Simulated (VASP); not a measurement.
# YLu2F3 (P-4m2) in VASP: a series of runs, part 2 of 2

VASP 6.6.1. The steps go on from the part before.

## (3) Single point, PBE

This run uses another cell than the first one, of 20.03 Å³/atom, 1.020 times its volume.

INCAR

```
ALGO     = Normal         # electronic algorithm
EDIFF    = 1E-6           # SCF threshold, eV
ENCUT    = 520            # plane-wave cutoff, eV
GGA      = PE             # functional
ISIF     = 2              # what is computed and relaxed
ISMEAR   = 0              # smearing method
LASPH    = True           # aspherical terms in the spheres
LCHARG   = False          # write CHGCAR
LREAL    = False          # projectors in reciprocal space
LWAVE    = False          # write WAVECAR
NBANDS   = 50             # bands
NELM     = 80             # most SCF steps
PREC     = Accurate       # precision mode
SIGMA    = 0.1            # smearing width, eV
```

KPOINTS

```
k-points
0
Gamma
  4 4 4
```

POSCAR

```
YLu2F3
1.0
    4.3864670500      0.0000000000      0.0000000000
    0.0000000000      4.3864670500      0.0000000000
    0.0000000000      0.0000000000      6.2466555800
Y Lu F
1 2 3
Direct
    0.0000000000      0.0000000000      0.5000000000
    0.0000000000      0.5000000000      0.2679100000
    0.5000000000      0.0000000000      0.7320900000
    0.5000000000      0.5000000000      0.0000000000
    0.0000000000      0.0000000000      0.0000000000
    0.5000000000      0.5000000000      0.5000000000
```

Potentials or basis: VASP PAW PBE potentials, release 64 (Y_sv, Lu, F).

Command:

```console
cat potpaw_PBE.64/Y_sv/POTCAR potpaw_PBE.64/Lu/POTCAR potpaw_PBE.64/F/POTCAR > POTCAR
mpirun -np 1 vasp_std > vasp.out
```

OUTCAR:

```text
EDIFF = 1E-6
   ENCUT = 520
   GGA = PE
   ISIF = 2
   ISMEAR = 0
   LASPH = True
   LREAL = False
   NELM = 80
   PREC = Accurate

 ion  position               nearest neighbor table
   1  0.000  0.000  0.500-   2 2.63   3 2.63   2 2.63   3 2.63   6 3.10   6 3.10   6 3.10   6 3.10
                             5 3.12   5 3.12
   2  0.000  0.500  0.268-   1 2.63   6 2.63   1 2.63   6 2.63   5 2.76   5 2.76   4 2.76   4 2.76

   3  0.500  0.000  0.732-   1 2.63   6 2.63   6 2.63   1 2.63   4 2.76   5 2.76   4 2.76   5 2.76

   4  0.500  0.500  0.000-   2 2.76   3 2.76   3 2.76   2 2.76
   5  0.000  0.000  0.000-   2 2.76   3 2.76   2 2.76   3 2.76   1 3.12   1 3.12
   6  0.500  0.500  0.500-   2 2.63   3 2.63   3 2.63   2 2.63   1 3.10   1 3.10   1 3.10   1 3.10

  LATTYP: Found a simple tetragonal cell.
 ALAT       =     4.3864670500
 C/A-ratio  =     1.4240744337

  Lattice vectors:

 A1 = (   4.3864670500,   0.0000000000,   0.0000000000)
 A2 = (   0.0000000000,   4.3864670500,   0.0000000000)
 A3 = (   0.0000000000,   0.0000000000,   6.2466555800)

[... 177 lines left out ...]

 val. band max:        2.6263405096   @ k =   0.2500   0.2500   0.0000
 cond. band min:       2.6418406482   @ k =   0.2500   0.0000   0.5000
 fundamental gap:      0.0155001387
 Fermi energy:         2.6269700073

 k-point     1 :       0.0000    0.0000    0.0000
  band No.  band energies     occupation
      1     -54.9217      2.00000
      2     -54.9182      2.00000
      3     -39.6792      2.00000
      4     -25.8241      2.00000
      5     -25.8241      2.00000
      6     -25.6343      2.00000
[... 943 lines left out ...]
     49       5.3258      0.00000
     50       6.4793      0.00000

------------------------ aborting loop because EDIFF is reached ----------------------------------------

  FORCE on cell =-STRESS in cart. coord.  units (eV):
  Direction    XX          YY          ZZ          XY          YZ          ZX
  --------------------------------------------------------------------------------------
  -------------------------------------------------------------------------------------
  Total        0.6384284      0.6384284     -1.3608934      0.0000000      0.0000000     -0.0000000
  in kB        8.5103123      8.5103123    -18.1408400      0.0000000      0.0000000     -0.0000000
  external PRESSURE =      -0.3734051 kB  Pullay stress =       0.0000000 kB

 VOLUME and BASIS-vectors are now :
 -----------------------------------------------------------------------------
  energy-cutoff  :      520.00
  volume of cell :      120.19
      direct lattice vectors                 reciprocal lattice vectors
     4.386467050  0.000000000  0.000000000     0.227973900  0.000000000  0.000000000
     0.000000000  4.386467050  0.000000000     0.000000000  0.227973900  0.000000000
     0.000000000  0.000000000  6.246655580     0.000000000  0.000000000  0.160085663

 POSITION                                       TOTAL-FORCE (eV/Angst)
 -----------------------------------------------------------------------------------
      0.00000      0.00000      3.12333         0.000000      0.000000      0.000000
      0.00000      2.19323      1.67354         0.000000      0.000000     -3.242931
      2.19323      0.00000      4.57311         0.000000      0.000000      3.242931
      2.19323      2.19323      0.00000         0.000000      0.000000      0.000000
      0.00000      0.00000      0.00000         0.000000      0.000000      0.000000
      2.19323      2.19323      3.12333         0.000000     -0.000000      0.000000
 -----------------------------------------------------------------------------------
    total drift:                                0.000000      0.000000     -0.000000

  FREE ENERGIE OF THE ION-ELECTRON SYSTEM (eV)
  ---------------------------------------------------
  free  energy   TOTEN  =       -26.2306946678 eV

  energy  without entropy=      -26.1930182496  energy(sigma->0) =      -26.21185646
```

It took 2.2 min on 1 thread of AMD EPYC 7R43 (Zen 3), shared host; peak memory 0.26 GiB.

What came out:

```
Free energy            : -26.2307 eV
Pressure               : 0.0 GPa
Largest force          : 3.243 eV/Å
Band gap on the k mesh : zero (band 41 reaches 2.79 eV, above the bottom of band 42 at 2.39 eV)
```

Forces in eV/Å, atoms in the order of the input:
```
Y    0.000  0.000  0.000
Lu   0.000  0.000 -3.243
Lu   0.000  0.000  3.243
F    0.000  0.000  0.000
F    0.000  0.000  0.000
F    0.000  0.000  0.000
```

Stress tensor (GPa, compression positive):
```
 0.85  0.00  0.00
 0.00  0.85  0.00
 0.00  0.00 -1.81
```

Caveat: spin-orbit coupling is left out, which moves the levels of the heavy elements; forces of over 1 eV/Å act on the atoms, so gaps and moduli don't describe the material at rest.

## (4) Single point, PBE

INCAR

```
PREC     = Accurate       # precision mode
ENCUT    = 520            # plane-wave cutoff, eV
EDIFF    = 1E-7           # SCF threshold, eV
ISMEAR   = 0              # smearing method
SIGMA    = 0.1            # smearing width, eV
LREAL    = F              # projectors in reciprocal space
LASPH    = T              # aspherical terms in the spheres
NELM     = 60             # most SCF steps
ALGO     = Normal         # electronic algorithm
ISIF     = 2              # what is computed and relaxed
LWAVE    = F              # write WAVECAR
LCHARG   = T              # write CHGCAR
GGA      = PE             # functional
LELF     = T              # ELF
LVHAR    = T            
NBANDS   = 50             # bands
```

KPOINTS

```
Automatic mesh
0
Gamma
  6 6 2
```

POSCAR

```
YLu2F3
1.0
    3.5052755238      0.0000000000      0.0000000000
    0.0000000000      3.5052755238      0.0000000000
    0.0000000000      0.0000000000      9.5851779895
Y Lu F
1 2 3
Direct
    0.0000000000      0.0000000000      0.5000000000
    0.0000000000      0.5000000000      0.1670705826
    0.5000000000      0.0000000000      0.8329294174
    0.5000000000      0.5000000000      0.0000000000
    0.0000000000      0.0000000000      0.0000000000
    0.5000000000      0.5000000000      0.5000000000
```

Potentials or basis: VASP PAW PBE potentials, release 64 (Y_sv, Lu, F).

Command:

```console
cat potpaw_PBE.64/Y_sv/POTCAR potpaw_PBE.64/Lu/POTCAR potpaw_PBE.64/F/POTCAR > POTCAR
mpirun -np 1 vasp_std > vasp.out
```

OUTCAR:

```text
PREC = Accurate
   ENCUT = 520
   EDIFF = 1E-7
   ISMEAR = 0
   LREAL = F
   LASPH = T
   NELM = 60
   ISIF = 2
   GGA = PE

 ion  position               nearest neighbor table
   1  0.000  0.000  0.500-   6 2.48   6 2.48   6 2.48   6 2.48   3 3.64   3 3.64   2 3.64   2 3.64

   2  0.000  0.500  0.167-   4 2.37   5 2.37   5 2.37   4 2.37   1 3.64   1 3.64
   3  0.500  0.000  0.833-   4 2.37   5 2.37   4 2.37   5 2.37   1 3.64   1 3.64
   4  0.500  0.500  0.000-   2 2.37   3 2.37   3 2.37   2 2.37
   5  0.000  0.000  0.000-   2 2.37   3 2.37   2 2.37   3 2.37
   6  0.500  0.500  0.500-   1 2.48   1 2.48   1 2.48   1 2.48

  LATTYP: Found a simple tetragonal cell.
 ALAT       =     3.5052755238
 C/A-ratio  =     2.7345005904

  Lattice vectors:

 A1 = (   3.5052755238,   0.0000000000,   0.0000000000)
 A2 = (   0.0000000000,   3.5052755238,   0.0000000000)
 A3 = (   0.0000000000,   0.0000000000,   9.5851779895)

Analysis of symmetry for initial positions (statically):
=====================================================================
 Subroutine PRICEL returns:
 Original cell was already a primitive cell.

 Routine SETGRP: Setting up the symmetry group for a
 simple tetragonal supercell.

 Subroutine GETGRP returns: Found  8 space group operations
 (whereof  8 operations were pure point group operations)
 out of a pool of 16 trial point group operations.

The static configuration has the point symmetry D_2d.

Analysis of symmetry for dynamics (positions and initial velocities):
=====================================================================
 Subroutine PRICEL returns:
 Original cell was already a primitive cell.

 Routine SETGRP: Setting up the symmetry group for a
 simple tetragonal supercell.

 Subroutine GETGRP returns: Found  8 space group operations
 (whereof  8 operations were pure point group operations)
 out of a pool of 16 trial point group operations.

The dynamic configuration has the point symmetry D_2d.

 Subroutine INISYM returns: Found  8 space group operations
 (whereof  8 operations are pure point group operations),
 and found     1 'primitive' translations

----------------------------------------------------------------------------------------

                                     Primitive cell

  volume of cell :     117.7727

  direct lattice vectors                    reciprocal lattice vectors
     3.505275524  0.000000000  0.000000000     0.285284279  0.000000000  0.000000000
     0.000000000  3.505275524  0.000000000     0.000000000  0.285284279  0.000000000
     0.000000000  0.000000000  9.585177989     0.000000000  0.000000000  0.104327744

  length of vectors
     3.505275524  3.505275524  9.585177989     0.285284279  0.285284279  0.104327744

  position of ions in fractional coordinates (direct lattice)
     0.000000000  0.000000000  0.500000000
     0.000000000  0.500000000  0.167070583
     0.500000000  0.000000000  0.832929417
     0.500000000  0.500000000  0.000000000
     0.000000000  0.000000000  0.000000000
     0.500000000  0.500000000  0.500000000

  ion indices of the primitive-cell ions
   primitive index   ion index
                 1           1
                 2           2
                 3           3
                 4           4
                 5           5
                 6           6
[... 30 lines left out ...]
  0.166667  0.000000  0.000000      4.000000
  0.333333  0.000000  0.000000      4.000000
  0.500000  0.000000  0.000000      2.000000
  0.166667  0.166667  0.000000      4.000000
  0.333333  0.166667  0.000000      8.000000
[... 12 lines left out ...]
  0.500000  0.333333  0.500000      4.000000
  0.500000  0.500000  0.500000      1.000000
   k-points           NKPTS =     20   k-points in BZ     NKDIM =     20   number of bands    NBANDS=     50
   number of dos      NEDOS =    301   number of ions     NIONS =      6
   total plane-waves  NPLWV =  56448
   dimension x,y,z NGX =    28 NGY =   28 NGZ =   72
   dimension x,y,z NGXF=    56 NGYF=   56 NGZF=  144
   ions per type =               1   2   3
   NGX,Y,Z   is equivalent  to a cutoff of  13.28, 13.28, 12.49 a.u.
   NGXF,Y,Z  is equivalent  to a cutoff of  26.56, 26.56, 24.98 a.u.
 SYSTEM =  unknown system
   PREC   = accura    normal or accurate (medium, high low for compatibility)
   ISTART =      0    job   : 0-new  1-cont  2-samecut
   ICHARG =      2    charge: 1-file 2-atom 10-const
   ISPIN  =      1    spin polarized calculation?
   LNONCOLLINEAR =      F non collinear calculations
   LSORBIT =      F    spin-orbit coupling
   LASPH  =      T    aspherical Exc in radial PAW
   ENCUT  =  520.0 eV  38.22 Ry    6.18 a.u.   6.52  6.52 17.82*2*pi/ulx,y,z
   NELM   =     60;   NELMIN=  2; NELMDL= -5     # of ELM steps
   EDIFF  = 0.1E-06   stopping-criterion for ELM
   LREAL  =      F    real-space projection
   EDIFFG = 0.1E-05   stopping-criterion for IOM
   NSW    =      0    number of steps for IOM
   IBRION =     -1    ionic relax: 0-MD 1-quasi-New 2-CG
   NFREE  =      0    steps in history (QN), initial steepest desc. (CG)
   ISIF   =      2    stress and relaxation
   ISYM   =      2    0-nonsym 1-usesym 2-fastsym
   POTIM  = 0.5000    time-step for ionic-motion
   TEBEG  =    0.0;   TEEND  =   0.0 temperature during run
   PSTRESS=    0.0 pullay stress
   NELECT =      82.0000    total number of electrons
   NUPDOWN=      -1.0000    fix difference up-down
   EMIN   =  10.00;   EMAX   =-10.00  energy-range for DOS
   EFERMI =   0.00;   METHOD = LEGACY
   ISMEAR =     0;   SIGMA  =   0.10  broadening in eV -4-tet -1-fermi 0-gaus
   EFERMI_NEDOS =   21; number of points for ismear=-14 and -15
   IALGO  =     38    algorithm
   IMIX   =      4    mixing-type and parameters
     AMIX     =   0.40;   BMIX     =  1.00
     AMIX_MAG =   1.60;   BMIX_MAG =  1.00
  volume/ion in A,a.u.               =      19.63       132.46
  Fermi-wavevector in a.u.,A,eV,Ry     =   1.450991  2.741975 28.645351  2.105374
  Thomas-Fermi vector in A             =   2.568539
   LORBIT       =      0    0 simple, 1 ext, 2 COOP (PROOUT), +10 PAW based schemes
   GGA     = PE    functional components
   LHFCALC =     F    Hartree Fock is set to
   AEXX    =    0.0000 exact exchange contribution
   IVDW    =     0    specifies the selected vdW correction
   LEPSILON=     F    determine dielectric tensor
   LRPA    =     F    only Hartree local field effects (RPA)
 non-spin polarized calculation
 Gauss-broadening in eV      SIGMA  =   0.10
  energy-cutoff  :      520.00
  volume of cell :      117.77
 maximum number of plane-waves:      3204
 NGX is ok and might be reduce to    28
   NGX = 13   NGY = 13   NGZ = 35

 number of electron      81.9999981 magnetization

 Free energy of the ion-electron system (eV)
  ---------------------------------------------------
  ext. energy  EPLUGINS =         0.00000000
  ---------------------------------------------------
  free energy    TOTEN  =       -33.95414256 eV

  energy without entropy =      -33.93323125  energy(sigma->0) =      -33.94368691

 E-fermi :   3.5345     XC(G=0): -10.1562

 val. band max:        3.5138782568   @ k =   0.1667   0.1667   0.5000
 cond. band min:       3.5615955452   @ k =   0.3333   0.0000   0.0000
 fundamental gap:      0.0477172884
 Fermi energy:         3.5345047565

 k-point     1 :       0.0000    0.0000    0.0000
  band No.  band energies     occupation
      1     -54.1291      2.00000
      2     -54.1258      2.00000
      3     -40.1453      2.00000
      4     -25.5102      2.00000
      5     -24.7658      2.00000
      6     -24.7160      2.00000
[... 1049 lines left out ...]
     49       7.0061      0.00000
     50       8.2372      0.00000

------------------------ aborting loop because EDIFF is reached ----------------------------------------

  FORCE on cell =-STRESS in cart. coord.  units (eV):
  Direction    XX          YY          ZZ          XY          YZ          ZX
  --------------------------------------------------------------------------------------
  -------------------------------------------------------------------------------------
  Total       -0.1031134     -0.1031134      0.3126118      0.0000000      0.0000000      0.0000000
  in kB       -1.4027524     -1.4027524      4.2527650      0.0000000      0.0000000      0.0000000
  external PRESSURE =       0.4824200 kB  Pullay stress =       0.0000000 kB

 VOLUME and BASIS-vectors are now :
 -----------------------------------------------------------------------------
  energy-cutoff  :      520.00
  volume of cell :      117.77
      direct lattice vectors                 reciprocal lattice vectors
     3.505275524  0.000000000  0.000000000     0.285284279  0.000000000  0.000000000
     0.000000000  3.505275524  0.000000000     0.000000000  0.285284279  0.000000000
     0.000000000  0.000000000  9.585177989     0.000000000  0.000000000  0.104327744

 POSITION                                       TOTAL-FORCE (eV/Angst)
 -----------------------------------------------------------------------------------
      0.00000      0.00000      4.79259         0.000000     -0.000000      0.000000
      0.00000      1.75264      1.60140         0.000000     -0.000000      0.070002
      1.75264      0.00000      7.98378        -0.000000     -0.000000     -0.070002
      1.75264      1.75264      0.00000         0.000000     -0.000000      0.000000
      0.00000      0.00000      0.00000         0.000000     -0.000000      0.000000
      1.75264      1.75264      4.79259         0.000000      0.000000      0.000000
 -----------------------------------------------------------------------------------
    total drift:                                0.000000      0.000000      0.000000

  FREE ENERGIE OF THE ION-ELECTRON SYSTEM (eV)
  ---------------------------------------------------
  free  energy   TOTEN  =       -33.9541425626 eV

  energy  without entropy=      -33.9332312530  energy(sigma->0) =      -33.94368691
```

It took 2.6 min on 1 thread of AMD EPYC 7R43 (Zen 3), shared host; peak memory 0.25 GiB.

Results:

```yaml
Free_energy: -33.9541 eV
Pressure: 0.0 GPa
Largest_force: 0.070 eV/Å
Band_gap_on_the_k_mesh: zero (band 41 reaches 3.75 eV, above the bottom of band 42 at 2.79 eV)
```

Forces on the atoms (eV/Å):
```
Y    0.000  0.000  0.000
Lu   0.000  0.000  0.070
Lu   0.000  0.000 -0.070
F    0.000  0.000  0.000
F    0.000  0.000  0.000
F    0.000  0.000  0.000
```

Caveat: spin-orbit coupling is left out, which moves the levels of the heavy elements.

## (5) Summary

| cell | k mesh | gap on the mesh (eV) | pressure (GPa) | largest force (eV/Å) |
| --- | --- | --- | --- | --- |
| a = 3.515, b = 3.515, c = 9.539 Å, 6 atoms | 4 × 4 × 4 | none | 0.1 | 0.08 |
| a = 4.386, b = 4.386, c = 6.247 Å, 6 atoms | 4 × 4 × 4 | none | 0.0 | 3.24 |
| a = 3.505, b = 3.505, c = 9.585 Å, 6 atoms | 6 × 6 × 2 | none | 0.0 | 0.07 |

Alike in all rows: task single point; level PBE; potentials or basis VASP PAW PBE potentials, release 64 (Y_sv, Lu, F); no spin polarisation; cutoff (eV) 520; smearing gaussian 0.1 eV.

Caveats: some runs use coarse meshes; spin-orbit coupling is left out, which moves the levels of the heavy elements; forces of over 1 eV/Å act on the atoms, so gaps and moduli don't describe the material at rest (some runs).

Absolute energies hang on the potentials; compare differences alone.
